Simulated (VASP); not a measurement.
# H2Os (P4/mmm) in VASP: single point with PBE

Aim: the single point of H2Os with PBE.

Program: VASP 6.6.1. These are calculated values, not measurements. Logs are shortened: lines on timing, memory, paths and dates and some standing lists are left out, and cuts for length are marked.

## (1) The cell of the first run

It takes space group P4/mmm (No. 123, tetragonal). Conventional cell: a = 2.584 Å, b = 2.584 Å, c = 4.387 Å, α = 90.00°, β = 90.00°, γ = 90.00°. H (site symmetry 4mm) has 1 H at 1.81 Å and 4 Os at 2.04 Å within 2.4 Å. Os (site symmetry 4/mmm) has 8 H at 2.04 Å and 4 Os at 2.58 Å within 2.7 Å.

## (2) Single point, PBE

Contents of POSCAR:

```
H2Os
1.0
    2.5841591260      0.0000000000      0.0000000000
    0.0000000000      2.5841591260      0.0000000000
    0.0000000000      0.0000000000      4.3869275869
H Os
2 1
Direct
    0.5000000000      0.5000000000      0.2065652531
    0.5000000000      0.5000000000      0.7934347469
    0.0000000000      0.0000000000      0.0000000000
```

Contents of INCAR.step1:

```
ALGO = Normal ; EDIFF = 1E-6
ENCUT = 420 ; GGA = PE
GGA_COMPAT = False ; ISIF = 2
ISMEAR = 0 ; LASPH = True
LCHARG = True ; LMAXMIX = 4
LORBIT = 11 ; LREAL = False
LWAVE = False ; NBANDS = 16
NEDOS = 2001 ; NELM = 120
PREC = Accurate ; SIGMA = 0.1
```

Contents of KPOINTS.step1:

```
k-points
0
Gamma
  18 18 10
```

Contents of INCAR.step2:

```
ALGO = Normal ; EDIFF = 1E-6
ENCUT = 420 ; GGA = PE
GGA_COMPAT = False ; ICHARG = 11
ISIF = 2 ; ISMEAR = -5
LASPH = True ; LCHARG = False
LMAXMIX = 4 ; LORBIT = 10
LREAL = False ; LWAVE = False
NEDOS = 2001 ; NELM = 120
PREC = Accurate ; SIGMA = 0.1
```

Contents of KPOINTS.step2:

```
k-points
0
Gamma
  27 27 15
```

Potentials or basis: VASP PAW PBE potentials, release 64 (H, Os_sv_GW).

On the command line:

```bash
cat potpaw_PBE.64/H/POTCAR potpaw_PBE.64/Os_sv_GW/POTCAR > POTCAR
cp INCAR.step1 INCAR
cp KPOINTS.step1 KPOINTS
mpirun -np 1 vasp_std > vasp.out
cp INCAR.step2 INCAR
cp KPOINTS.step2 KPOINTS
mpirun -np 1 vasp_std > vasp.out
```

OUTCAR:

```text
EDIFF = 1E-6
   ENCUT = 420
   GGA = PE
   ICHARG = 11
   ISIF = 2
   ISMEAR = -5
   LASPH = True
   LORBIT = 10
   LREAL = False
   NELM = 120
   PREC = Accurate

 ion  position               nearest neighbor table
   1  0.500  0.500  0.207-   3 2.04   3 2.04   3 2.04   3 2.04
   2  0.500  0.500  0.793-   3 2.04   3 2.04   3 2.04   3 2.04
   3  0.000  0.000  0.000-   1 2.04   2 2.04   1 2.04   2 2.04   1 2.04   2 2.04   1 2.04   2 2.04

  LATTYP: Found a simple tetragonal cell.
 ALAT       =     2.5841591260
 C/A-ratio  =     1.6976228525

  Lattice vectors:

 A1 = (   2.5841591260,   0.0000000000,   0.0000000000)
 A2 = (   0.0000000000,   2.5841591260,   0.0000000000)
 A3 = (   0.0000000000,   0.0000000000,   4.3869275869)

Analysis of symmetry for initial positions (statically):
=====================================================================
 Subroutine PRICEL returns:
 Original cell was already a primitive cell.

 Routine SETGRP: Setting up the symmetry group for a
 simple tetragonal supercell.

 Subroutine GETGRP returns: Found 16 space group operations
 (whereof 16 operations were pure point group operations)
 out of a pool of 16 trial point group operations.

The static configuration has the point symmetry D_4h.

Analysis of symmetry for dynamics (positions and initial velocities):
=====================================================================
 Subroutine PRICEL returns:
 Original cell was already a primitive cell.

 Routine SETGRP: Setting up the symmetry group for a
 simple tetragonal supercell.

 Subroutine GETGRP returns: Found 16 space group operations
 (whereof 16 operations were pure point group operations)
 out of a pool of 16 trial point group operations.

The dynamic configuration has the point symmetry D_4h.

 Subroutine INISYM returns: Found 16 space group operations
 (whereof 16 operations are pure point group operations),
 and found     1 'primitive' translations

----------------------------------------------------------------------------------------

                                     Primitive cell

  volume of cell :      29.2954

  direct lattice vectors                    reciprocal lattice vectors
     2.584159126  0.000000000  0.000000000     0.386973074  0.000000000  0.000000000
     0.000000000  2.584159126  0.000000000     0.000000000  0.386973074  0.000000000
     0.000000000  0.000000000  4.386927587     0.000000000  0.000000000  0.227949967

  length of vectors
     2.584159126  2.584159126  4.386927587     0.386973074  0.386973074  0.227949967

  position of ions in fractional coordinates (direct lattice)
     0.500000000  0.500000000  0.206565253
     0.500000000  0.500000000  0.793434747
     0.000000000  0.000000000  0.000000000

  ion indices of the primitive-cell ions
   primitive index   ion index
                 1           1
                 2           2
                 3           3

----------------------------------------------------------------------------------------

 KPOINTS: k-points

Automatic generation of k-mesh.
 Grid dimensions read from file:
 generate k-points for:   27   27   15

 Generating k-lattice:

  Cartesian coordinates                     Fractional coordinates (reciprocal lattice)
     0.014332336  0.000000000  0.000000000     0.037037037  0.000000000  0.000000000
     0.000000000  0.014332336  0.000000000     0.000000000  0.037037037  0.000000000
     0.000000000  0.000000000  0.015196664     0.000000000  0.000000000  0.066666667

  Length of vectors
     0.014332336  0.014332336  0.015196664

  Shift w.r.t. Gamma in fractional coordinates (k-lattice)
     0.000000000  0.000000000  0.000000000

 TETIRR: Found  16360 inequivalent tetrahedra from    65610

 Subroutine IBZKPT returns following result:
 ===========================================

 Found    840 irreducible k-points:

 Following reciprocal coordinates:
            Coordinates               Weight
  0.000000  0.000000  0.000000      1.000000
  0.037037  0.000000  0.000000      4.000000
  0.074074  0.000000  0.000000      4.000000
  0.111111  0.000000  0.000000      4.000000
  0.148148  0.000000  0.000000      4.000000
  0.185185  0.000000  0.000000      4.000000
[... 16 lines left out ...]
  0.333333  0.037037  0.000000      8.000000
  0.370370  0.037037  0.000000      8.000000
 [... further k-points ...]
   k-points           NKPTS =    840   k-points in BZ     NKDIM =    840   number of bands    NBANDS=     13
   number of dos      NEDOS =   2001   number of ions     NIONS =      3
   total plane-waves  NPLWV =   9720
   dimension x,y,z NGX =    18 NGY =   18 NGZ =   30
   dimension x,y,z NGXF=    36 NGYF=   36 NGZF=   60
   ions per type =               2   1
   NGX,Y,Z   is equivalent  to a cutoff of  11.58, 11.58, 11.37 a.u.
   NGXF,Y,Z  is equivalent  to a cutoff of  23.16, 23.16, 22.74 a.u.
 SYSTEM =  unknown system
   PREC   = accura    normal or accurate (medium, high low for compatibility)
   ISTART =      0    job   : 0-new  1-cont  2-samecut
   ICHARG =     11    charge: 1-file 2-atom 10-const
   ISPIN  =      1    spin polarized calculation?
   LNONCOLLINEAR =      F non collinear calculations
   LSORBIT =      F    spin-orbit coupling
   LASPH  =      T    aspherical Exc in radial PAW
   ENCUT  =  420.0 eV  30.87 Ry    5.56 a.u.   4.32  4.32  7.33*2*pi/ulx,y,z
   NELM   =    120;   NELMIN=  2; NELMDL=  0     # of ELM steps
   EDIFF  = 0.1E-05   stopping-criterion for ELM
   LREAL  =      F    real-space projection
   EDIFFG = 0.1E-04   stopping-criterion for IOM
   NSW    =      0    number of steps for IOM
   IBRION =     -1    ionic relax: 0-MD 1-quasi-New 2-CG
   NFREE  =      0    steps in history (QN), initial steepest desc. (CG)
   ISIF   =      2    stress and relaxation
   ISYM   =      2    0-nonsym 1-usesym 2-fastsym
   POTIM  = 0.5000    time-step for ionic-motion
   TEBEG  =    0.0;   TEEND  =   0.0 temperature during run
   PSTRESS=    0.0 pullay stress
   NELECT =      18.0000    total number of electrons
   NUPDOWN=      -1.0000    fix difference up-down
   EMIN   =  10.00;   EMAX   =-10.00  energy-range for DOS
   EFERMI =   0.00;   METHOD = LEGACY
   ISMEAR =    -5;   SIGMA  =   0.10  broadening in eV -4-tet -1-fermi 0-gaus
   EFERMI_NEDOS =   21; number of points for ismear=-14 and -15
   IALGO  =     38    algorithm
   IMIX   =      4    mixing-type and parameters
     AMIX     =   0.40;   BMIX     =  1.00
     AMIX_MAG =   1.60;   BMIX_MAG =  1.00
  volume/ion in A,a.u.               =       9.77        65.90
  Fermi-wavevector in a.u.,A,eV,Ry     =   1.391765  2.630055 26.354630  1.937011
  Thomas-Fermi vector in A             =   2.515573
   LORBIT       =     10    0 simple, 1 ext, 2 COOP (PROOUT), +10 PAW based schemes
   GGA     = PE    functional components
   LHFCALC =     F    Hartree Fock is set to
   AEXX    =    0.0000 exact exchange contribution
   IVDW    =     0    specifies the selected vdW correction
   LEPSILON=     F    determine dielectric tensor
   LRPA    =     F    only Hartree local field effects (RPA)
 non-spin polarized calculation
 Fermi weights with tetrahedron method with Bloechl corrections
  energy-cutoff  :      420.00
  volume of cell :       29.30
 maximum number of plane-waves:       589
 NGX is ok and might be reduce to    18

 number of electron      18.0000002 magnetization

 Free energy of the ion-electron system (eV)
  ---------------------------------------------------
  ext. energy  EPLUGINS =         0.00000000
  ---------------------------------------------------
  free energy    TOTEN  =       -16.16937496 eV

  energy without entropy =      -16.16937496  energy(sigma->0) =      -16.16937496

 E-fermi :   5.4791     XC(G=0): -10.8049

 val. band max:        5.4883189012   @ k =   0.4815   0.3704   0.2667
 cond. band min:       5.4095810322   @ k =   0.3333   0.3333   0.3333
 fundamental gap:     -0.0787378690
 Fermi energy:         5.4791481627

 k-point     1 :       0.0000    0.0000    0.0000
  band No.  band energies     occupation
      1     -80.6013      2.00000
      2     -39.9504      2.00000
      3     -39.7210      2.00000
      4     -39.7210      2.00000
      5      -5.9595      2.00000
      6      -0.0743      2.00000
      7       1.7362      2.00000
      8       1.8225      2.00000
      9       6.0133      0.00000
     10       6.0133      0.00000
     11       7.5423      0.00000
     12      13.0630      0.00000
     13      17.1884      0.00000

 k-point     2 :       0.0370    0.0000    0.0000
  band No.  band energies     occupation
      1     -80.6004      2.00000
      2     -39.9491      2.00000
      3     -39.7340      2.00000
      4     -39.7199      2.00000
      5      -5.9147      2.00000
      6      -0.0391      2.00000
      7       1.7610      2.00000
      8       1.7671      2.00000
      9       6.0211      0.00000
     10       6.0685      0.00000
     11       7.4789      0.00000
     12      13.0687      0.00000
     13      16.7824      0.00000
[... 321 lines left out ...]
 k-point    23 :       0.3333    0.0370    0.0000
  band No.  band energies     occupation
      1     -80.5533      2.00000
      2     -40.4208      2.00000
      3     -39.8714      2.00000
      4     -39.6712      2.00000
      5      -2.9744      2.00000
      6      -0.4099      2.00000
      7       1.1033      2.00000
      8       3.5990      2.00000
      9       4.8502      2.00000
     10       6.3217      0.00000
     11       9.1827      0.00000
     12      10.7782      0.00000
     13      13.4124      0.00000

 k-point    24 :       0.3704    0.0370    0.0000
  band No.  band energies     occupation
      1     -80.5474      2.00000
      2     -40.5041      2.00000
      3     -39.8617      2.00000
      4     -39.6634      2.00000
      5      -2.4274      2.00000
      6      -0.6237      2.00000
      7       0.9782      2.00000
      8       3.7634      2.00000
      9       4.6375      2.00000
     10       6.3943      0.00000
     11       9.7398      0.00000
     12      10.8211      0.00000
     13      13.3680      0.00000

 [... further k-points ...]

------------------------ aborting loop because EDIFF is reached ----------------------------------------

  FORCE on cell =-STRESS in cart. coord.  units (eV):
  Direction    XX          YY          ZZ          XY          YZ          ZX
  --------------------------------------------------------------------------------------
  -------------------------------------------------------------------------------------
  Total       -0.1019347     -0.1019347     -0.6671384      0.0000000      0.0000000      0.0000000
  in kB       -5.5748566     -5.5748566    -36.4861070      0.0000000      0.0000000      0.0000000
  external PRESSURE =     -15.8786067 kB  Pullay stress =       0.0000000 kB

 VOLUME and BASIS-vectors are now :
 -----------------------------------------------------------------------------
  energy-cutoff  :      420.00
  volume of cell :       29.30
      direct lattice vectors                 reciprocal lattice vectors
     2.584159126  0.000000000  0.000000000     0.386973074  0.000000000  0.000000000
     0.000000000  2.584159126  0.000000000     0.000000000  0.386973074  0.000000000
     0.000000000  0.000000000  4.386927587     0.000000000  0.000000000  0.227949967

 POSITION                                       TOTAL-FORCE (eV/Angst)
 -----------------------------------------------------------------------------------
      1.29208      1.29208      0.90619         0.000000      0.000000      0.028291
      1.29208      1.29208      3.48074        -0.000000     -0.000000     -0.028291
      0.00000      0.00000      0.00000        -0.000000      0.000000      0.000000
 -----------------------------------------------------------------------------------
    total drift:                                0.000000      0.000000      0.000000

  FREE ENERGIE OF THE ION-ELECTRON SYSTEM (eV)
  ---------------------------------------------------
  free  energy   TOTEN  =       -16.1693749568 eV

  energy  without entropy=      -16.1693749568  energy(sigma->0) =      -16.16937496

 total charge

# of ion       s       p       d       f       tot
--------------------------------------------------
    1        0.452   0.026   0.000   0.000   0.479
    2        0.452   0.026   0.000   0.000   0.479
    3        3.589   6.054   5.334   0.144  15.121
--------------------------------------------------
tot          4.494   6.107   5.334   0.144  16.079
```

It took 2 min on 1 thread of Intel Xeon Platinum 8375C at 2.90GHz (Ice Lake), shared host; peak memory 0.39 GiB.

What came out:

* Valence electrons inside the program's atomic spheres: H 0.48; Os 15.12

Levels at points of the mesh, in eV from the Fermi level:
| k point | band 7 | band 8 | band 9 | band 10 | band 11 | band 12 |
| --- | --- | --- | --- | --- | --- | --- |
| (0.00, 0.00, 0.00) | -3.74 | -3.66 | 0.53 | 0.53 | 2.06 | 7.58 |

Caveat: spin-orbit coupling is left out, which moves the levels of the heavy elements.
